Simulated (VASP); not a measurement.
# TiOs (Pm-3m) in VASP: further runs

The runs below take TiOs through single point, with LDA.

Program: VASP 6.6.1. These are calculated values, not measurements. Logs are shortened: lines on timing, memory, paths and dates and some standing lists are left out, and cuts for length are marked.

## Step 1: The cell of the first run

Symmetry: Pm-3m, No. 221, cubic system. Conventional cell: a = 3.027 Å, b = 3.027 Å, c = 3.027 Å, α = 90.00°, β = 90.00°, γ = 90.00°. Ti (site symmetry m-3m) has 8 Os at 2.62 Å and 6 Ti at 3.03 Å within 3.5 Å. Os (site symmetry m-3m) has 8 Ti at 2.62 Å and 6 Os at 3.03 Å within 3.5 Å.

## Step 2: Single point, LDA

INCAR

```
SYSTEM = TiOs
PREC     = Accurate       ! precision mode
ENCUT    = 520            ! plane-wave cutoff, eV
EDIFF    = 1E-6           ! SCF threshold, eV
ISMEAR   = -1             ! smearing method
SIGMA    = 0.05           ! smearing width, eV
LREAL    = .False.        ! projectors in reciprocal space
LASPH    = .True.         ! aspherical terms in the spheres
NELM     = 100            ! most SCF steps
ALGO     = Normal         ! electronic algorithm
ISIF     = 2              ! what is computed and relaxed
LWAVE    = .False.        ! write WAVECAR
LCHARG   = .False.        ! write CHGCAR
GGA      = CA             ! functional
NBANDS   = 17             ! bands
```

KPOINTS

```
Automatic mesh
0
Gamma
  7 7 7
  0 0 0
```

POSCAR

```
TiOs
1.0
    3.0268235489      0.0000000000      0.0000000000
    0.0000000000      3.0268235489      0.0000000000
    0.0000000000      0.0000000000      3.0268235489
Ti Os
1 1
Direct
    0.0000000000      0.0000000000      0.0000000000
    0.5000000000      0.5000000000      0.5000000000
```

Potentials or basis: VASP PAW LDA potentials, release 64 (Ti_sv, Os).

The run is started by

```sh
> cat potpaw_LDA.64/Ti_sv/POTCAR potpaw_LDA.64/Os/POTCAR > POTCAR
> mpirun -np 1 vasp_std > vasp.out
```

OUTCAR:

```text
SYSTEM = TiOs
   PREC = Accurate
   ENCUT = 520
   EDIFF = 1E-6
   ISMEAR = -1
   LREAL = .False.
   LASPH = .True.
   NELM = 100
   ISIF = 2
   GGA = CA

 ion  position               nearest neighbor table
   1  0.000  0.000  0.000-   2 2.62   2 2.62   2 2.62   2 2.62   2 2.62   2 2.62   2 2.62   2 2.62

   2  0.500  0.500  0.500-   1 2.62   1 2.62   1 2.62   1 2.62   1 2.62   1 2.62   1 2.62   1 2.62

  LATTYP: Found a simple cubic cell.
 ALAT       =     3.0268235489

  Lattice vectors:

 A1 = (   3.0268235489,   0.0000000000,   0.0000000000)
 A2 = (   0.0000000000,   3.0268235489,   0.0000000000)
 A3 = (   0.0000000000,   0.0000000000,   3.0268235489)

Analysis of symmetry for initial positions (statically):
=====================================================================
 Subroutine PRICEL returns:
 Original cell was already a primitive cell.

 Routine SETGRP: Setting up the symmetry group for a
 simple cubic supercell.

 Subroutine GETGRP returns: Found 48 space group operations
 (whereof 48 operations were pure point group operations)
 out of a pool of 48 trial point group operations.

The static configuration has the point symmetry O_h .

Analysis of symmetry for dynamics (positions and initial velocities):
=====================================================================
 Subroutine PRICEL returns:
 Original cell was already a primitive cell.

 Routine SETGRP: Setting up the symmetry group for a
 simple cubic supercell.

 Subroutine GETGRP returns: Found 48 space group operations
 (whereof 48 operations were pure point group operations)
 out of a pool of 48 trial point group operations.

The dynamic configuration has the point symmetry O_h .

 Subroutine INISYM returns: Found 48 space group operations
 (whereof 48 operations are pure point group operations),
 and found     1 'primitive' translations

----------------------------------------------------------------------------------------

                                     Primitive cell

  volume of cell :      27.7307

  direct lattice vectors                    reciprocal lattice vectors
     3.026823549  0.000000000  0.000000000     0.330379351  0.000000000  0.000000000
     0.000000000  3.026823549  0.000000000     0.000000000  0.330379351  0.000000000
     0.000000000  0.000000000  3.026823549     0.000000000  0.000000000  0.330379351

  length of vectors
     3.026823549  3.026823549  3.026823549     0.330379351  0.330379351  0.330379351

  position of ions in fractional coordinates (direct lattice)
     0.000000000  0.000000000  0.000000000
     0.500000000  0.500000000  0.500000000

  ion indices of the primitive-cell ions
   primitive index   ion index
                 1           1
                 2           2

----------------------------------------------------------------------------------------

 KPOINTS: Automatic mesh

Automatic generation of k-mesh.
 Grid dimensions read from file:
 generate k-points for:    7    7    7

 Generating k-lattice:

  Cartesian coordinates                     Fractional coordinates (reciprocal lattice)
     0.047197050  0.000000000  0.000000000     0.142857143  0.000000000  0.000000000
     0.000000000  0.047197050  0.000000000     0.000000000  0.142857143  0.000000000
     0.000000000  0.000000000  0.047197050     0.000000000  0.000000000  0.142857143

  Length of vectors
     0.047197050  0.047197050  0.047197050

  Shift w.r.t. Gamma in fractional coordinates (k-lattice)
     0.000000000  0.000000000  0.000000000

 Subroutine IBZKPT returns following result:
 ===========================================

 Found     20 irreducible k-points:

 Following reciprocal coordinates:
            Coordinates               Weight
  0.000000  0.000000  0.000000      1.000000
  0.142857  0.000000  0.000000      6.000000
  0.285714  0.000000  0.000000      6.000000
  0.428571  0.000000  0.000000      6.000000
  0.142857  0.142857  0.000000     12.000000
  0.285714  0.142857  0.000000     24.000000
[... 12 lines left out ...]
  0.428571  0.428571  0.285714     24.000000
  0.428571  0.428571  0.428571      8.000000
   k-points           NKPTS =     20   k-points in BZ     NKDIM =     20   number of bands    NBANDS=     17
   number of dos      NEDOS =    301   number of ions     NIONS =      2
   total plane-waves  NPLWV =  13824
   dimension x,y,z NGX =    24 NGY =   24 NGZ =   24
   dimension x,y,z NGXF=    48 NGYF=   48 NGZF=   48
   ions per type =               1   1
   NGX,Y,Z   is equivalent  to a cutoff of  13.18, 13.18, 13.18 a.u.
   NGXF,Y,Z  is equivalent  to a cutoff of  26.36, 26.36, 26.36 a.u.
 SYSTEM =  TiOs
   PREC   = accura    normal or accurate (medium, high low for compatibility)
   ISTART =      0    job   : 0-new  1-cont  2-samecut
   ICHARG =      2    charge: 1-file 2-atom 10-const
   ISPIN  =      1    spin polarized calculation?
   LNONCOLLINEAR =      F non collinear calculations
   LSORBIT =      F    spin-orbit coupling
   LASPH  =      T    aspherical Exc in radial PAW
   ENCUT  =  520.0 eV  38.22 Ry    6.18 a.u.   5.63  5.63  5.63*2*pi/ulx,y,z
   NELM   =    100;   NELMIN=  2; NELMDL= -5     # of ELM steps
   EDIFF  = 0.1E-05   stopping-criterion for ELM
   LREAL  =      F    real-space projection
   EDIFFG = 0.1E-04   stopping-criterion for IOM
   NSW    =      0    number of steps for IOM
   IBRION =     -1    ionic relax: 0-MD 1-quasi-New 2-CG
   NFREE  =      0    steps in history (QN), initial steepest desc. (CG)
   ISIF   =      2    stress and relaxation
   ISYM   =      2    0-nonsym 1-usesym 2-fastsym
   POTIM  = 0.5000    time-step for ionic-motion
   TEBEG  =    0.0;   TEEND  =   0.0 temperature during run
   PSTRESS=    0.0 pullay stress
   NELECT =      20.0000    total number of electrons
   NUPDOWN=      -1.0000    fix difference up-down
   EMIN   =  10.00;   EMAX   =-10.00  energy-range for DOS
   EFERMI =   0.00;   METHOD = LEGACY
   ISMEAR =    -1;   SIGMA  =   0.05  broadening in eV -4-tet -1-fermi 0-gaus
   EFERMI_NEDOS =   21; number of points for ismear=-14 and -15
   IALGO  =     38    algorithm
   IMIX   =      4    mixing-type and parameters
     AMIX     =   0.40;   BMIX     =  1.00
     AMIX_MAG =   1.60;   BMIX_MAG =  1.00
  volume/ion in A,a.u.               =      13.87        93.57
  Fermi-wavevector in a.u.,A,eV,Ry     =   1.468130  2.774363 29.326059  2.155404
  Thomas-Fermi vector in A             =   2.583664
   LORBIT       =      0    0 simple, 1 ext, 2 COOP (PROOUT), +10 PAW based schemes
   GGA     = CA    functional components
   LHFCALC =     F    Hartree Fock is set to
   AEXX    =    0.0000 exact exchange contribution
   IVDW    =     0    specifies the selected vdW correction
   LEPSILON=     F    determine dielectric tensor
   LRPA    =     F    only Hartree local field effects (RPA)
 non-spin polarized calculation
  energy-cutoff  :      520.00
  volume of cell :       27.73
 maximum number of plane-waves:       756
 NGX is ok and might be reduce to    24
   NGX = 11   NGY = 11   NGZ = 11

 number of electron      20.0000002 magnetization

 Free energy of the ion-electron system (eV)
  ---------------------------------------------------
  ext. energy  EPLUGINS =         0.00000000
  ---------------------------------------------------
  free energy    TOTEN  =       -22.66464591 eV

  energy without entropy =      -22.65978712  energy(sigma->0) =      -22.66221651

 E-fermi :   9.9892     XC(G=0): -13.6026

 val. band max:        9.7414652845   @ k =   0.4286   0.0000   0.0000
 cond. band min:      10.0583853036   @ k =   0.4286   0.1429   0.0000
 fundamental gap:      0.3169200192
 Fermi energy:         9.9891684262

 k-point     1 :       0.0000    0.0000    0.0000
  band No.  band energies     occupation
      1     -46.2914      2.00000
      2     -22.8088      2.00000
      3     -22.8088      2.00000
      4     -22.8088      2.00000
      5       1.2533      2.00000
      6       4.2829      2.00000
[... 9 lines left out ...]
     16      19.4131      0.00000
     17      19.4131      0.00000

 k-point     2 :       0.1429    0.0000    0.0000
  band No.  band energies     occupation
      1     -46.2847      2.00000
      2     -22.8679      2.00000
      3     -22.8078      2.00000
      4     -22.8078      2.00000
      5       1.7164      2.00000
      6       4.5041      2.00000
[... 9 lines left out ...]
     16      17.9728      0.00000
     17      20.8260      0.00000

 k-point     3 :       0.2857    0.0000    0.0000
  band No.  band energies     occupation
      1     -46.2695      2.00000
      2     -22.9988      2.00000
      3     -22.8056      2.00000
      4     -22.8056      2.00000
      5       2.9141      2.00000
      6       5.1172      2.00000
[... 9 lines left out ...]
     16      15.4399      0.00000
     17      23.6950      0.00000

 k-point     4 :       0.4286    0.0000    0.0000
  band No.  band energies     occupation
      1     -46.2574      2.00000
      2     -23.1020      2.00000
      3     -22.8038      2.00000
      4     -22.8038      2.00000
      5       4.1433      2.00000
      6       5.8545      2.00000
[... 9 lines left out ...]
     16      13.9222      0.00000
     17      26.6121      0.00000
[... 263 lines left out ...]
      1     -46.2282      2.00000
      2     -23.0432      2.00000
      3     -22.9548      2.00000
      4     -22.9388      2.00000
      5       5.5497      2.00000
      6       6.0470      2.00000
[... 9 lines left out ...]
     16      17.4231      0.00000
     17      20.3012      0.00000

 k-point    19 :       0.4286    0.4286    0.2857
  band No.  band energies     occupation
      1     -46.2196      2.00000
      2     -23.0355      2.00000
      3     -23.0350      2.00000
      4     -22.9435      2.00000
      5       5.4535      2.00000
      6       6.1320      2.00000
[... 9 lines left out ...]
     16      18.0369      0.00000
     17      18.7429      0.00000

 k-point    20 :       0.4286    0.4286    0.4286
  band No.  band energies     occupation
      1     -46.2104      2.00000
      2     -23.0376      2.00000
      3     -23.0376      2.00000
      4     -23.0329      2.00000
      5       5.9200      2.00000
      6       6.1786      2.00000
[... 9 lines left out ...]
     16      19.4002      0.00000
     17      20.0789      0.00000

------------------------ aborting loop because EDIFF is reached ----------------------------------------

  FORCE on cell =-STRESS in cart. coord.  units (eV):
  Direction    XX          YY          ZZ          XY          YZ          ZX
  --------------------------------------------------------------------------------------
  -------------------------------------------------------------------------------------
  Total        0.8233576      0.8233576      0.8233576      0.0000000      0.0000000     -0.0000000
  in kB       47.5705059     47.5705059     47.5705059      0.0000000      0.0000000     -0.0000000
  external PRESSURE =      47.5705059 kB  Pullay stress =       0.0000000 kB

 VOLUME and BASIS-vectors are now :
 -----------------------------------------------------------------------------
  energy-cutoff  :      520.00
  volume of cell :       27.73
      direct lattice vectors                 reciprocal lattice vectors
     3.026823549  0.000000000  0.000000000     0.330379351  0.000000000  0.000000000
     0.000000000  3.026823549  0.000000000     0.000000000  0.330379351  0.000000000
     0.000000000  0.000000000  3.026823549     0.000000000  0.000000000  0.330379351

 POSITION                                       TOTAL-FORCE (eV/Angst)
 -----------------------------------------------------------------------------------
      0.00000      0.00000      0.00000         0.000000      0.000000      0.000000
      1.51341      1.51341      1.51341         0.000000      0.000000      0.000000
 -----------------------------------------------------------------------------------
    total drift:                                0.000000      0.000000      0.000000

  FREE ENERGIE OF THE ION-ELECTRON SYSTEM (eV)
  ---------------------------------------------------
  free  energy   TOTEN  =       -22.6646459096 eV

  energy  without entropy=      -22.6597871197  energy(sigma->0) =      -22.66221651
```

Run time: 6 s. Hardware: 1 thread of Intel Xeon 6975P-C, shared host; peak memory 0.14 GiB.

What came out:

- Free energy: -22.6646 eV
- Pressure: 4.8 GPa
- Band gap on the k mesh: zero (band 10 reaches 10.10 eV, above the bottom of band 11 at 9.74 eV)

Caveat: spin-orbit coupling is left out, which moves the levels of the heavy elements.

## Step 3: Single point, LDA

This run uses another cell than the first one, of 14.08 Å³/atom, 1.015 times its volume.

INCAR

```
PREC = Accurate
ENCUT = 520
EDIFF = 1E-7
ISMEAR = -1
SIGMA = 0.05
LREAL = False
LASPH = True
NELM = 100
ALGO = Normal
ISIF = 2
LWAVE = False
LCHARG = True
LELF = True
LVHAR = True
NBANDS = 17
```

KPOINTS

```
regular mesh
0
Gamma
  7 7 7
```

POSCAR

```
TiOs
1.0
    3.0421107958      0.0000000000      0.0000000000
    0.0000000000      3.0421107958      0.0000000000
    0.0000000000      0.0000000000      3.0421107958
Ti Os
1 1
Direct
    0.0000000000      0.0000000000      0.0000000000
    0.5000000000      0.5000000000      0.5000000000
```

Potentials or basis: VASP PAW LDA potentials, release 64 (Ti_sv, Os).

The run is started by

```sh
> cat potpaw_LDA.64/Ti_sv/POTCAR potpaw_LDA.64/Os/POTCAR > POTCAR
> mpirun -np 1 vasp_std > vasp.out
```

Wall time 7.4 s (1 thread of Intel Xeon 6975P-C, shared host); peak memory 0.13 GiB.

Results (log left out):

| Item | Value |
| --- | --- |
| Free energy | -22.6717 eV |
| Pressure | 0.3 GPa |
| Band gap on the k mesh | zero (band 10 reaches 9.86 eV, above the bottom of band 11 at 9.53 eV) |

Levels at points of the mesh, in eV from the Fermi level:
```tsv
k point	band 8	band 9	band 10	band 11	band 12	band 13
(0.00, 0.00, 0.00)	-1.44	-1.44	-1.44	1.83	1.83	3.79
```

Caveat: spin-orbit coupling is left out, which moves the levels of the heavy elements.

## Step 4: Single point, LDA

This run uses another cell than the first one, of 14.08 Å³/atom, 1.015 times its volume.

INCAR

```
SYSTEM = TiOs
  PREC = Accurate
  ENCUT = 520
  EDIFF = 1E-6
  ISMEAR = -1
  SIGMA = 0.05
  LREAL = .False.
  LASPH = .True.
  NELM = 80
  ALGO = Normal
  ISIF = 2
  LWAVE = .False.
  LCHARG = .False.
  GGA = CA
  NBANDS = 17
```

KPOINTS

```
Automatic mesh
0
Gamma
  7 7 7
  0 0 0
```

POSCAR is that of step 3.

The run is started by

```sh
> cat potpaw_LDA.64/Ti_sv/POTCAR potpaw_LDA.64/Os/POTCAR > POTCAR
> mpirun -np 1 vasp_std > vasp.out
```

Run time: 5.8 s. Hardware: 1 thread of Intel Xeon 6975P-C, shared host; peak memory 0.13 GiB.

Results (log left out):

| Property | Result |
| --- | --- |
| Free energy | -22.6717 eV |
| Pressure | 0.3 GPa |
| Band gap on the k mesh | zero (band 10 reaches 9.86 eV, above the bottom of band 11 at 9.53 eV) |

Levels at points of the mesh, in eV from the Fermi level:
| k point | band 8 | band 9 | band 10 | band 11 | band 12 | band 13 |
| --- | --- | --- | --- | --- | --- | --- |
| (0.00, 0.00, 0.00) | -1.44 | -1.44 | -1.44 | 1.83 | 1.83 | 3.79 |

Caveat: spin-orbit coupling is left out, which moves the levels of the heavy elements.

## Step 5: Single point, LDA

This run uses another cell than the first one, of 14.29 Å³/atom, 1.030 times its volume.

INCAR

```
ALGO = Normal ; EDIFF = 1E-6
ENCUT = 520 ; ISIF = 2
ISMEAR = -1 ; LASPH = T
LCHARG = F ; LREAL = F
LWAVE = F ; NBANDS = 17
NELM = 60 ; PREC = Accurate
SIGMA = 0.05
```

KPOINTS

```
k-points
0
Gamma
  7 7 7
```

POSCAR

```
TiOs
1.0
    3.0572459245      0.0000000000      0.0000000000
    0.0000000000      3.0572459245      0.0000000000
    0.0000000000      0.0000000000      3.0572459245
Ti Os
1 1
Direct
    0.0000000000      0.0000000000      0.0000000000
    0.5000000000      0.5000000000      0.5000000000
```

The run is started by

```sh
> cat potpaw_LDA.64/Ti_sv/POTCAR potpaw_LDA.64/Os/POTCAR > POTCAR
> mpirun -np 1 vasp_std > vasp.out
```

It took 6.2 s on 1 thread of Intel Xeon 6975P-C, shared host; peak memory 0.13 GiB.

The run converged. Its results:

- Free energy: -22.6675 eV
- Pressure: -3.7 GPa
- Band gap on the k mesh: zero (band 10 reaches 9.64 eV, above the bottom of band 11 at 9.33 eV)

Levels at points of the mesh, in eV from the Fermi level:
| k point | band 6 | band 7 | band 8 | band 9 | band 10 | band 11 | band 12 | band 13 | band 14 | band 15 |
| --- | --- | --- | --- | --- | --- | --- | --- | --- | --- | --- |
| (0.00, 0.00, 0.00) | -5.47 | -5.47 | -1.41 | -1.41 | -1.41 | 1.80 | 1.80 | 3.72 | 3.72 | 3.72 |

Caveat: spin-orbit coupling is left out, which moves the levels of the heavy elements.

## Step 6: Overview

| cell | gap on the mesh (eV) | pressure (GPa) |
| --- | --- | --- |
| a = 3.027 Å, 2 atoms | none | 4.8 |
| a = 3.042 Å, 2 atoms | none | 0.3 |
| a = 3.057 Å, 2 atoms | none | -3.7 |

Alike in all rows: task single point; level LDA; potentials or basis VASP PAW LDA potentials, release 64 (Ti_sv, Os); no spin polarisation; k mesh 7 × 7 × 7; cutoff (eV) 520; smearing fermi-dirac 0.05 eV.

Caveats: spin-orbit coupling is left out, which moves the levels of the heavy elements.

Absolute energies hang on the potentials; compare differences alone.
